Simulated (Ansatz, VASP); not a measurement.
## Nb3As2: VASP beside Ansatz

File INCAR:

```
SYSTEM = Nb3As2
PREC = Accurate
ENCUT = 520
EDIFF = 1E-6
ISMEAR = 0
SIGMA = 0.1
LREAL = .FALSE.
LASPH = .TRUE.
NELM = 80
ALGO = Normal
ISIF = 2
LWAVE = .FALSE.
LCHARG = .TRUE.
GGA = PE
LELF = .TRUE.
LVHAR = .TRUE.
NBANDS = 32
```

File KPOINTS:

```
regular mesh
0
G
  4 4 4
  0 0 0
```

File POSCAR:

```
Nb3As2
1.0
    4.3202441800      0.0000000000      0.0000000000
    0.0000000000      4.3202441800      0.0000000000
    0.0000000000      0.0000000000      6.1623614000
Nb As
3 2
Direct
    0.0000000000      0.5000000000      0.0000000000
    0.5000000000      0.0000000000      0.0000000000
    0.5000000000      0.5000000000      0.5000000000
    0.5000000000      0.5000000000      0.0000000000
    0.0000000000      0.0000000000      0.5000000000
```

Input for Ansatz:

```yaml
crystal:
  lattice:
    - [4.32024418, 0.0, 0.0]
    - [0.0, 4.32024418, 0.0]
    - [0.0, 0.0, 6.1623614]
  atoms:
    - { symbol: Nb, position: [0.0, 0.5, 0.0] }
    - { symbol: Nb, position: [0.5, 0.0, 0.0] }
    - { symbol: Nb, position: [0.5, 0.5, 0.5] }
    - { symbol: As, position: [0.5, 0.5, 0.0] }
    - { symbol: As, position: [0.0, 0.0, 0.5] }
basis:
  ecutwfc: 420
kpoints:
  mp_grid: { grid: [4, 4, 4] }
hamiltonian:
  xc: pbe
scf:
  occupations: { method: gaussian, width: 0.1 }
  lower_state_search: "off"
output:
  forces: true
  stress: true
  eigenvalues: true
```

Alike in both runs: task single point; functional PBE; k mesh 4 × 4 × 4; occupations gaussian, width 0.1 eV; no spin polarisation.

```csv
,VASP,Ansatz
version,VASP 6.6.1,Ansatz 0.2.0
potentials or method,"VASP PAW PBE potentials, release 64 (Nb_sv, As), cutoff 520 eV","scalar-relativistic, plane waves, PAW"
valence electrons in the cell,49,69
```

|  | VASP | Ansatz | Ansatz less VASP |
| --- | --- | --- | --- |
| gap on the k mesh at the Fermi level (eV) | none | none | - |
| pressure (GPa) | 12.4 | 12.2 | -0.21 |
| traceless stress, the component that is largest in VASP (GPa) | -34.23 | -33.97 | +0.266 |

A gap of «none» marks a metal or a gap that the smearing closes. With one functional, cell and mesh, what is left measures potentials, basis and numerics. VASP's potentials hold 49 valence electrons a cell and Ansatz's 69, so a difference there can come from the potentials and not from the codes.

The k mesh is coarse, so the values compare programs but aren't converged.
